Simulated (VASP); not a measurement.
Al: density of states with revPBE+D4

Crystal: Al.

```
CELL_PARAMETERS angstrom
0.00000 2.02481 2.02481
2.02481 0.00000 2.02481
2.02481 2.02481 0.00000
ATOMIC_POSITIONS crystal
Al 0.00000 0.00000 0.00000
```

```json
{
  "Program": "VASP 6.6.1",
  "Task": "density of states",
  "Functional": "revPBE",
  "Dispersion": "D4",
  "Potentials or basis": "VASP PAW PBE potentials, release 64 (Al)",
  "Cutoff": "520 eV",
  "k mesh": "11 × 11 × 11",
  "Occupations": "fermi-dirac, width 0.05 eV",
  "Spin": "collinear spin, ferromagnetic start",
  "Starting moments": "[0.5] μB",
  "Dipole correction": "no",
  "k mesh for the DOS": "17 × 17 × 17",
  "Occupations for the DOS": "tetrahedron",
  "Further INCAR settings": "ALGO = Normal; EDIFF = 1e-06"
}
```

```
Net moment                                            : 0.00 μB per cell
Valence electrons inside the program's atomic spheres : Al 0.76
Dispersion energy per atom                            : -0.561 eV
```

Levels at points of the mesh, in eV from the Fermi level:
Spin up:
```
           k point  band 1  band 2  band 3  band 4  band 5
(0.00, 0.00, 0.00)  -11.13   12.53   12.53   12.53   14.08
```
Spin down:
| k point | band 1 | band 2 | band 3 | band 4 | band 5 |
| --- | --- | --- | --- | --- | --- |
| (0.00, 0.00, 0.00) | -11.13 | 12.53 | 12.53 | 12.53 | 14.08 |

Wall time 44 s on 1 thread of Intel Xeon 6975P-C, with other jobs on the host, peak memory 0.15 GiB.
